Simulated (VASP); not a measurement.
Write the native input for VASP 6.6.1 that does the following.

| Item | Value |
| --- | --- |
| Task | single point |
| Functional | PBE |
| Potentials or basis | VASP PAW PBE potentials, release 64 (In_d, As) |
| Cutoff | 520 eV |
| k mesh | 14 × 14 × 14 |
| Occupations | gaussian, width 0.15 eV |
| Spin | no spin polarisation |
| Dipole correction | no |
| Further INCAR settings | ALGO = Normal; EDIFF = 1e-06; NBANDS = 16 |

The structure of InAs lies in POSCAR:

```
InAs
1.0
    0.0000000000      3.1449600000      3.0240000000
    3.1449600000      0.0000000000      3.0240000000
    3.1449600000      3.1449600000      0.0000000000
In As
1 1
Direct
    0.0000000000      0.0000000000      0.0000000000
    0.7500000000      0.7500000000      0.7500000000
```

This cell differs from its parent crystal: strain +0.040 along x and y, +0.000 along z.

These files were run (other wordings do the same):

INCAR

```
  ALGO = Normal
  EDIFF = 1E-6
  ENCUT = 520
  GGA = PE
  ISIF = 2
  ISMEAR = 0
  LASPH = True
  LCHARG = True
  LELF = True
  LREAL = False
  LVHAR = True
  LWAVE = False
  NBANDS = 16
  NELM = 60
  PREC = Accurate
  SIGMA = 0.15
```

KPOINTS

```
k-points
0
Gamma
  14 14 14
```

Potentials or basis: VASP PAW PBE potentials, release 64 (In_d, As).

Run with:

```sh
$ cat potpaw_PBE.64/In_d/POTCAR potpaw_PBE.64/As/POTCAR > POTCAR
$ mpirun -np 1 vasp_std > vasp.out
```

It gave:

* Pressure: -0.5 GPa

Caveat: the cell differs from its parent crystal (strain +0.040 along x and y, +0.000 along z).

Run time: 68 s on 1 thread of Intel(R) Xeon(R) 6975P-C (Granite Rapids), with other jobs on the host, peak memory 0.37 GiB.
